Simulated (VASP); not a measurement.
Runs of VASP 6.6.1 on NaF (Villiaumite). The structure is that of space group Fm-3m (No. 225), or close to it. The cells are those of the table. 

```csv
task,cell,cutoff (eV),smearing,ions in elastic constants,gap on the mesh (eV),pressure (GPa)
single point,"a = 3.324 Å, angles 60.0°, 2 atoms",520,gaussian 0.01 eV,-,(c),(b)
single point,"a = 3.220 Å, angles 60.0°, 2 atoms",520,gaussian 0.02 eV,-,6.59,5.2
relaxation of cell and atoms,"relaxed from a = 3.281 Å, angles 60.0°, 2 atoms",600,gaussian 0.02 eV,-,6.09,0.1
single point,"a = 3.356 Å, angles 60.0°, 2 atoms",520,gaussian 0.02 eV,-,(a),-1.4
single point,"a = 3.430 Å, angles 60.0°, 2 atoms",520,gaussian 0.02 eV,-,5.62,-3.6
```

Alike in all rows: level PBE; potentials or basis VASP PAW PBE potentials, release 64 (Na_pv, F); no spin polarisation; k mesh 8 × 8 × 8.

Estimate the missing entries.

(a) 5.93; (b) -0.2; (c) 6.07.

A k mesh can miss the band edges.
